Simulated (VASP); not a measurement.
# WC (I4/mmm) in VASP: further runs, part 2 of 2

VASP 6.6.1. Earlier steps stand in the parts before.

**3. Single point, r2SCAN**

This run uses another cell than the first one, of the same volume but with other edges.

POSCAR reads:

```
WC
1.0
    0.0000000000      2.2227245001      2.1338155201
    2.2227245001      0.0000000000      2.1338155201
    2.2227245001      2.2227245001      0.0000000000
W C
1 1
Direct
    0.0000000000      0.0000000000      0.0000000000
    0.5000000000      0.5000000000      0.5000000000
```

INCAR.step1 reads:

```
PREC = Accurate
ENCUT = 520
ISMEAR = 0
SIGMA = 0.15
LREAL = F
LASPH = T
NELM = 80
NBANDS = 16
GGA = PE
ALGO = Normal
EDIFF = 1E-4
LWAVE = T
LCHARG = F
```

INCAR.step2 reads:

```
PREC = Accurate
ENCUT = 520
EDIFF = 1E-7
ISMEAR = 0
SIGMA = 0.15
LREAL = F
LASPH = T
NELM = 80
ALGO = Normal
ISIF = 2
LWAVE = F
LCHARG = F
METAGGA = R2SCAN
LMIXTAU = T
NBANDS = 16
ISTART = 1
```

KPOINTS reads:

```
Automatic mesh
0
Gamma
  20 20 20
```

Potentials or basis: VASP PAW PBE potentials, release 64 (W_sv, C).

Command:

```sh
cat potpaw_PBE.64/W_sv/POTCAR potpaw_PBE.64/C/POTCAR > POTCAR
cp INCAR.step1 INCAR
mpirun -np 1 vasp_std > vasp.out
cp INCAR.step2 INCAR
mpirun -np 1 vasp_std > vasp.out
```

OUTCAR:

```text
PREC = Accurate
   ENCUT = 520
   EDIFF = 1E-7
   ISMEAR = 0
   LREAL = F
   LASPH = T
   NELM = 80
   ISIF = 2
   METAGGA = R2SCAN
   ISTART = 1

 ion  position               nearest neighbor table
   1  0.000  0.000  0.000-   2 2.13   2 2.13   2 2.22   2 2.22   2 2.22   2 2.22
   2  0.500  0.500  0.500-   1 2.13   1 2.13   1 2.22   1 2.22   1 2.22   1 2.22

  LATTYP: Found a body centered tetragonal cell.
 ALAT       =     3.1434071335
 C/A-ratio  =     1.3576450199

  Lattice vectors:

 A1 = (   0.0000000000,  -2.2227245001,  -2.1338155201)
 A2 = (   0.0000000000,   2.2227245001,  -2.1338155201)
 A3 = (   2.2227245001,   0.0000000000,   2.1338155201)

Analysis of symmetry for initial positions (statically):
=====================================================================
 Subroutine PRICEL returns:
 Original cell was already a primitive cell.

 Routine SETGRP: Setting up the symmetry group for a
 body centered tetragonal supercell.

 Subroutine GETGRP returns: Found 16 space group operations
 (whereof 16 operations were pure point group operations)
 out of a pool of 16 trial point group operations.

The static configuration has the point symmetry D_4h.

Analysis of symmetry for dynamics (positions and initial velocities):
=====================================================================
 Subroutine PRICEL returns:
 Original cell was already a primitive cell.

 Routine SETGRP: Setting up the symmetry group for a
 body centered tetragonal supercell.

 Subroutine GETGRP returns: Found 16 space group operations
 (whereof 16 operations were pure point group operations)
 out of a pool of 16 trial point group operations.

The dynamic configuration has the point symmetry D_4h.

 Subroutine INISYM returns: Found 16 space group operations
 (whereof 16 operations are pure point group operations),
 and found     1 'primitive' translations

----------------------------------------------------------------------------------------

                                     Primitive cell

  volume of cell :      21.0842

  direct lattice vectors                    reciprocal lattice vectors
     0.000000000  2.222724500  2.133815520    -0.224949156  0.224949156  0.234322037
     2.222724500  0.000000000  2.133815520     0.224949156 -0.224949156  0.234322037
     2.222724500  2.222724500  0.000000000     0.224949156  0.224949156 -0.234322037

  length of vectors
     3.081180436  3.081180436  3.143407133     0.395108925  0.395108925  0.395108925

  position of ions in fractional coordinates (direct lattice)
     0.000000000  0.000000000  0.000000000
     0.500000000  0.500000000  0.500000000

  ion indices of the primitive-cell ions
   primitive index   ion index
                 1           1
                 2           2

----------------------------------------------------------------------------------------

 KPOINTS: Automatic mesh

Automatic generation of k-mesh.
 Grid dimensions read from file:
 generate k-points for:   20   20   20

 Generating k-lattice:

  Cartesian coordinates                     Fractional coordinates (reciprocal lattice)
    -0.011247458  0.011247458  0.011716102     0.050000000  0.000000000  0.000000000
     0.011247458 -0.011247458  0.011716102     0.000000000  0.050000000  0.000000000
     0.011247458  0.011247458 -0.011716102     0.000000000  0.000000000  0.050000000

  Length of vectors
     0.019755446  0.019755446  0.019755446

  Shift w.r.t. Gamma in fractional coordinates (k-lattice)
     0.000000000  0.000000000  0.000000000

 Subroutine IBZKPT returns following result:
 ===========================================

 Found    641 irreducible k-points:

 Following reciprocal coordinates:
            Coordinates               Weight
  0.000000  0.000000  0.000000      1.000000
  0.050000  0.000000  0.000000      8.000000
  0.100000  0.000000  0.000000      8.000000
  0.150000  0.000000  0.000000      8.000000
  0.200000  0.000000  0.000000      8.000000
  0.250000  0.000000  0.000000      8.000000
[... 16 lines left out ...]
 -0.400000  0.050000  0.000000      8.000000
 -0.350000  0.050000  0.000000      8.000000
 [... further k-points ...]
   k-points           NKPTS =    641   k-points in BZ     NKDIM =    641   number of bands    NBANDS=     16
   number of dos      NEDOS =    301   number of ions     NIONS =      2
   total plane-waves  NPLWV =  13824
   dimension x,y,z NGX =    24 NGY =   24 NGZ =   24
   dimension x,y,z NGXF=    48 NGYF=   48 NGZF=   48
   ions per type =               1   1
   NGX,Y,Z   is equivalent  to a cutoff of  12.95, 12.95, 12.69 a.u.
   NGXF,Y,Z  is equivalent  to a cutoff of  25.90, 25.90, 25.39 a.u.
 SYSTEM =  unknown system
   PREC   = accura    normal or accurate (medium, high low for compatibility)
   ISTART =      1    job   : 0-new  1-cont  2-samecut
   ICHARG =      0    charge: 1-file 2-atom 10-const
   ISPIN  =      1    spin polarized calculation?
   LNONCOLLINEAR =      F non collinear calculations
   LSORBIT =      F    spin-orbit coupling
   LASPH  =      T    aspherical Exc in radial PAW
   ENCUT  =  520.0 eV  38.22 Ry    6.18 a.u.   5.73  5.73  5.84*2*pi/ulx,y,z
   NELM   =     80;   NELMIN=  2; NELMDL=  0     # of ELM steps
   EDIFF  = 0.1E-06   stopping-criterion for ELM
   LREAL  =      F    real-space projection
   EDIFFG = 0.1E-05   stopping-criterion for IOM
   NSW    =      0    number of steps for IOM
   IBRION =     -1    ionic relax: 0-MD 1-quasi-New 2-CG
   NFREE  =      0    steps in history (QN), initial steepest desc. (CG)
   ISIF   =      2    stress and relaxation
   ISYM   =      2    0-nonsym 1-usesym 2-fastsym
   POTIM  = 0.5000    time-step for ionic-motion
   TEBEG  =    0.0;   TEEND  =   0.0 temperature during run
   PSTRESS=    0.0 pullay stress
   NELECT =      18.0000    total number of electrons
   NUPDOWN=      -1.0000    fix difference up-down
   EMIN   =  10.00;   EMAX   =-10.00  energy-range for DOS
   EFERMI =   0.00;   METHOD = LEGACY
   ISMEAR =     0;   SIGMA  =   0.15  broadening in eV -4-tet -1-fermi 0-gaus
   EFERMI_NEDOS =   21; number of points for ismear=-14 and -15
   IALGO  =     38    algorithm
   IMIX   =      4    mixing-type and parameters
     AMIX     =   0.40;   BMIX     =  1.00
     AMIX_MAG =   1.60;   BMIX_MAG =  1.00
  volume/ion in A,a.u.               =      10.54        71.14
  Fermi-wavevector in a.u.,A,eV,Ry     =   1.553029  2.934800 32.815887  2.411900
  Thomas-Fermi vector in A             =   2.657319
   LORBIT       =      0    0 simple, 1 ext, 2 COOP (PROOUT), +10 PAW based schemes
   METAGGA = R2SCAN    functional components
   LHFCALC =     F    Hartree Fock is set to
   AEXX    =    0.0000 exact exchange contribution
   IVDW    =     0    specifies the selected vdW correction
   LEPSILON=     F    determine dielectric tensor
   LRPA    =     F    only Hartree local field effects (RPA)
 non-spin polarized calculation
 Gauss-broadening in eV      SIGMA  =   0.15
  energy-cutoff  :      520.00
  volume of cell :       21.08
 maximum number of plane-waves:       580
   NGX = 11   NGY = 11   NGZ = 11

 number of electron      18.0000001 magnetization

 Free energy of the ion-electron system (eV)
  ---------------------------------------------------
  ext. energy  EPLUGINS =         0.00000000
  ---------------------------------------------------
  free energy    TOTEN  =       -60.58472195 eV

  energy without entropy =      -60.57316534  energy(sigma->0) =      -60.57894364

 E-fermi :  12.4021     XC(G=0): -14.8476

 val. band max:       12.3995242383   @ k =  -0.2500   0.1000   0.0500
 cond. band min:      12.4038203001   @ k =  -0.3500   0.3500   0.2000
 fundamental gap:      0.0042960619
 Fermi energy:        12.4020533357

 k-point     1 :       0.0000    0.0000    0.0000
  band No.  band energies     occupation
      1     -65.0464      2.00000
      2     -28.3880      2.00000
      3     -28.3829      2.00000
      4     -28.3829      2.00000
      5      -4.3106      2.00000
      6       9.4071      2.00000
[... 8 lines left out ...]
     15      23.0154      0.00000
     16      35.5184      0.00000
[... 419 lines left out ...]
 k-point    24 :      -0.3500    0.0500    0.0000
  band No.  band energies     occupation
      1     -65.0113      2.00000
      2     -28.9016      2.00000
      3     -28.4522      2.00000
      4     -28.4445      2.00000
      5      -1.1213      2.00000
      6       3.8146      2.00000
[... 8 lines left out ...]
     15      26.1898      0.00000
     16      26.7498      0.00000

 [... further k-points ...]

------------------------ aborting loop because EDIFF is reached ----------------------------------------

  FORCE on cell =-STRESS in cart. coord.  units (eV):
  Direction    XX          YY          ZZ          XY          YZ          ZX
  --------------------------------------------------------------------------------------
  -------------------------------------------------------------------------------------
  Total       -1.3512172     -1.3512172      1.8230384      0.0000000     -0.0000000     -0.0000000
  in kB     -102.6780517   -102.6780517    138.5314102      0.0000000     -0.0000000     -0.0000000
  external PRESSURE =     -22.2748977 kB  Pullay stress =       0.0000000 kB

 VOLUME and BASIS-vectors are now :
 -----------------------------------------------------------------------------
  energy-cutoff  :      520.00
  volume of cell :       21.08
      direct lattice vectors                 reciprocal lattice vectors
     0.000000000  2.222724500  2.133815520    -0.224949156  0.224949156  0.234322037
     2.222724500  0.000000000  2.133815520     0.224949156 -0.224949156  0.234322037
     2.222724500  2.222724500  0.000000000     0.224949156  0.224949156 -0.234322037

 POSITION                                       TOTAL-FORCE (eV/Angst)
 -----------------------------------------------------------------------------------
      0.00000      0.00000      0.00000         0.000000      0.000000      0.000000
      2.22272      2.22272      2.13382         0.000000     -0.000000      0.000000
 -----------------------------------------------------------------------------------
    total drift:                                0.000000     -0.000000     -0.000000

  FREE ENERGIE OF THE ION-ELECTRON SYSTEM (eV)
  ---------------------------------------------------
  free  energy   TOTEN  =       -60.5847219530 eV

  energy  without entropy=      -60.5731653359  energy(sigma->0) =      -60.57894364
```

OUTCAR.step1:

```text
PREC = Accurate
   ENCUT = 520
   ISMEAR = 0
   LREAL = F
   LASPH = T
[... 677 lines left out ...]
 -----------------------------------------------------------------------------------
      0.00000      0.00000      0.00000        -0.000000      0.000000      0.000000
      2.22272      2.22272      2.13382         0.000000     -0.000000     -0.000000
 -----------------------------------------------------------------------------------
    total drift:                                0.000000     -0.000000     -0.000000

  FREE ENERGIE OF THE ION-ELECTRON SYSTEM (eV)
  ---------------------------------------------------
  free  energy   TOTEN  =       -21.5164685407 eV

  energy  without entropy=      -21.5045831504  energy(sigma->0) =      -21.51052585
```

OSZICAR.step1:

```text
N       E                     dE             d eps       ncg     rms          rms(c)
DAV:   1     0.111047135192E+03    0.11105E+03   -0.93787E+03 20560   0.125E+03
DAV:   2    -0.217002722792E+02   -0.13275E+03   -0.12794E+03 24968   0.336E+02
DAV:   3    -0.249995020153E+02   -0.32992E+01   -0.32829E+01 22328   0.499E+01
DAV:   4    -0.250162667344E+02   -0.16765E-01   -0.16764E-01 26768   0.407E+00
DAV:   5    -0.250163914611E+02   -0.12473E-03   -0.12473E-03 22232   0.331E-01    0.308E+01
DAV:   6    -0.216225936493E+02    0.33938E+01   -0.87178E+00 26248   0.278E+01    0.779E+00
DAV:   7    -0.215453777139E+02    0.77216E-01   -0.50926E-01 20808   0.564E+00    0.637E+00
DAV:   8    -0.215184697707E+02    0.26908E-01   -0.77191E-02 23768   0.238E+00    0.146E+00
DAV:   9    -0.215165352793E+02    0.19345E-02   -0.34858E-03 22280   0.529E-01    0.119E-01
DAV:  10    -0.215164685407E+02    0.66739E-04   -0.36489E-04 25008   0.208E-01
   1 F= -.21516469E+02 E0= -.21510526E+02  d E =-.118854E-01
```

It took 9.3 min on 1 thread of Intel Xeon Platinum 8259CL at 2.50GHz (Skylake/Cascade Lake), shared host; peak memory 0.32 GiB.

What came out:

- Free energy: -60.5847 eV
- Pressure: -2.2 GPa
- Band gap on the k mesh: zero (bands 9 and 10 overlap by 3.13 eV)

Stress tensor (GPa, compression positive):
```
-10.27   0.00   0.00
  0.00 -10.27   0.00
  0.00   0.00  13.85
```

Caveat: the stress differs along the axes, from -10 to 14 GPa; the PAW data sets were made with another functional, which shifts forces and pressure a little; spin-orbit coupling is left out, which moves the levels of the heavy elements.
